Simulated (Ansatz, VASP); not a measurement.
## TiO2: VASP beside Ansatz

File INCAR:

```
PREC = Accurate ; ENCUT = 520
EDIFF = 1E-7 ; ISMEAR = -1
SIGMA = 0.05 ; LREAL = False
LASPH = True ; NELM = 100
ALGO = Normal ; ISIF = 2
LWAVE = False ; LCHARG = False
GGA = VW ; NBANDS = 60
```

The input KPOINTS:

```
regular mesh
0
Gamma
  8 8 4
```

The input POSCAR:

```
TiO2
1.0
    6.2742662098     -1.9204086332      0.0000000000
    6.2742662098      1.9204086332      0.0000000000
   -1.9661460253      0.0000000000      6.4530957747
Ti O
4 8
Direct
    0.9000710000      0.9000710000      0.2896020000
    0.1952860000      0.1952860000      0.2837620000
    0.0999290000      0.0999290000      0.7103980000
    0.8047140000      0.8047140000      0.7162380000
    0.3619310000      0.3619310000      0.2933970000
    0.2634885000      0.2634885000      0.6525000000
    0.8671885000      0.8671885000      0.9952910000
    0.7365115000      0.7365115000      0.3475000000
    0.9416475000      0.9416475000      0.6300210000
    0.1328115000      0.1328115000      0.0047090000
    0.6380690000      0.6380690000      0.7066030000
    0.0583525000      0.0583525000      0.3699790000
```

Contents of input.yaml:

```yaml
crystal:
  lattice:
    - [6.2742662098, -1.9204086332, 0.0]
    - [6.2742662098, 1.9204086332, 0.0]
    - [-1.9661460253, 0.0, 6.4530957747]
  atoms:
    - { symbol: Ti, position: [0.900071, 0.900071, 0.289602] }
    - { symbol: Ti, position: [0.195286, 0.195286, 0.283762] }
    - { symbol: Ti, position: [0.099929, 0.099929, 0.710398] }
    - { symbol: Ti, position: [0.804714, 0.804714, 0.716238] }
    - { symbol: O, position: [0.361931, 0.361931, 0.293397] }
    - { symbol: O, position: [0.2634885, 0.2634885, 0.6525] }
    - { symbol: O, position: [0.8671885, 0.8671885, 0.995291] }
    - { symbol: O, position: [0.7365115, 0.7365115, 0.3475] }
    - { symbol: O, position: [0.9416475, 0.9416475, 0.630021] }
    - { symbol: O, position: [0.1328115, 0.1328115, 0.004709] }
    - { symbol: O, position: [0.638069, 0.638069, 0.706603] }
    - { symbol: O, position: [0.0583525, 0.0583525, 0.369979] }
hamiltonian:
  xc: { exchange: slater, correlation: vwn5 }
  pseudopotentials: { kind: paw }
kpoints:
  mp_grid: { grid: [8, 8, 4] }
scf:
  occupations: { method: fermi_dirac, width: 0.05 }
output:
  forces: true
  stress: true
  eigenvalues: true
```

Alike in both runs: task single point; functional SVWN5; k mesh 8 × 8 × 4; occupations fermi-dirac, width 0.05 eV; no spin polarisation.

|  | VASP | Ansatz |
| --- | --- | --- |
| version | VASP 6.6.1 | Ansatz 0.2.0 |
| potentials or method | VASP PAW PBE potentials, release 64 (Ti_sv, O) | Ansatz PAW |
| plane-wave cutoff (eV) | 520 | 420 |
| valence electrons in the cell | 96 | 96 |

|  | VASP | Ansatz | Ansatz less VASP |
| --- | --- | --- | --- |
| gap on the k mesh at the Fermi level (eV) | 2.45 | 2.47 | +0.022 |
| least direct gap on the mesh (eV) | 2.61 | 2.63 | +0.021 |
| pressure (GPa) | -20.0 | -20.7 | -0.69 |
| traceless stress, the component that is largest in VASP (GPa) | -0.64 | -0.81 | -0.171 |
| rms of the force components (eV/Å) | 0.203 | 0.230 | +0.0273 |

VASP's potentials were made for PBE, not for SVWN5. Atom by atom the forces differ by 0.035 eV/Å (rms over components). The functional is the same, so the differences come from potentials, cutoffs and numerics.
